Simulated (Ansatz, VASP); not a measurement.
## Cu in VASP and in Ansatz

```
Cu
1.0
     2.50366    0.00000    0.00000
    -1.25183    2.16823    0.00000
     0.00000    0.00000   24.57559
Cu
6
Direct
  0.00000 0.00000 0.37376
  0.66667 0.33333 0.28961
  0.33333 0.66667 0.45799
  0.00000 0.00000 0.62624
  0.66667 0.33333 0.54201
  0.33333 0.66667 0.71039
```

Alike in both runs: task single point; functional PBEsol; k mesh 9 × 9 × 1; occupations gaussian, width 0.1 eV; no spin polarisation.

```csv
,VASP,Ansatz
version,VASP 6.6.1,Ansatz 0.2.0
potentials or method,"VASP PAW PBE potentials, release 64 (Cu), cutoff 520 eV","scalar-relativistic, plane waves, PAW"
valence electrons in the cell,66,114
```

Ansatz gave:

| Property | Result |
| --- | --- |
| gap on the k mesh at the Fermi level (eV) | none |
| rms of the force components (eV/Å) | 0.057 |

**Question.** What did VASP give for the same quantities?

**Answer.** gap on the k mesh at the Fermi level (eV): none; rms of the force components (eV/Å): 0.052.

VASP's potentials were made for PBE, not for PBEsol. Atom by atom the forces differ by 0.008 eV/Å (rms over components). A gap of «none» marks a metal or a gap that the smearing closes. The functional is the same, so the differences come from potentials, cutoffs and numerics. VASP's potentials hold 66 valence electrons a cell and Ansatz's 114, so a difference there can come from the potentials and not from the codes.
